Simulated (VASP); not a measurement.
Here is a VASP 6.6.1 calculation.

Contents of INCAR:

```
SYSTEM = Al
PREC     = Accurate       ! precision mode
ENCUT    = 520            ! plane-wave cutoff, eV
EDIFF    = 1E-6           ! SCF threshold, eV
ISMEAR   = 0              ! smearing method
SIGMA    = 0.15           ! smearing width, eV
LREAL    = .FALSE.        ! projectors in reciprocal space
LASPH    = .TRUE.         ! aspherical terms in the spheres
NELM     = 100            ! most SCF steps
ALGO     = Fast           ! electronic algorithm
ISIF     = 2              ! what is computed and relaxed
LWAVE    = .FALSE.        ! write WAVECAR
LCHARG   = .FALSE.        ! write CHGCAR
GGA      = PE             ! functional
IVDW     = 12             ! dispersion correction
NBANDS   = 22             ! bands
```

The input KPOINTS:

```
Automatic mesh
0
G
  14 14 14
  0 0 0
```

Contents of POSCAR:

```
Al
1.0
   -3.9827256583      3.9827256583      0.0000000000
   -3.9827256583      0.0000000000      3.9827256583
    0.0000000000      3.9827256583      3.9827256583
Al
8
Direct
   -0.0251084329      0.0251084329     -0.0251084329
    0.5000000000      0.0000000000      0.0000000000
    0.0000000000      0.5000000000      0.0000000000
    0.0000000000      0.0000000000      0.5000000000
    0.5000000000      0.5000000000      0.0000000000
    0.5000000000      0.0000000000      0.5000000000
    0.0000000000      0.5000000000      0.5000000000
    0.5000000000      0.5000000000      0.5000000000
```

Potentials or basis: VASP PAW PBE potentials, release 64 (Al).

Command:

```bash
$ cat potpaw_PBE.64/Al/POTCAR > POTCAR
$ mpirun -np 1 vasp_std > vasp.out
```

Question: Estimate the largest force.

Answer: 1.086 eV/Å.

Question: Estimate the dispersion energy per atom.

Answer: -0.352 eV.

Question: Estimate the pressure.

Answer: 0.4 GPa.

Question: Predict the band gap on the k mesh.

Answer: Zero (bands 12 and 13 overlap by 2.82 eV).

Forces on the atoms (eV/Å):
```
Al   0.000  1.086  0.000
Al   0.336 -0.295  0.000
Al   0.000  0.064  0.000
Al   0.000 -0.295 -0.336
Al   0.000 -0.295  0.336
Al   0.000  0.064  0.000
Al  -0.336 -0.295  0.000
Al   0.000 -0.036  0.000
```

Caveat: the cell differs from its parent crystal (atom 1 (Al) moved -0.200 Å along Cartesian [0 1 0]); forces of over 1 eV/Å act on the atoms, so gaps and moduli don't describe the material at rest.
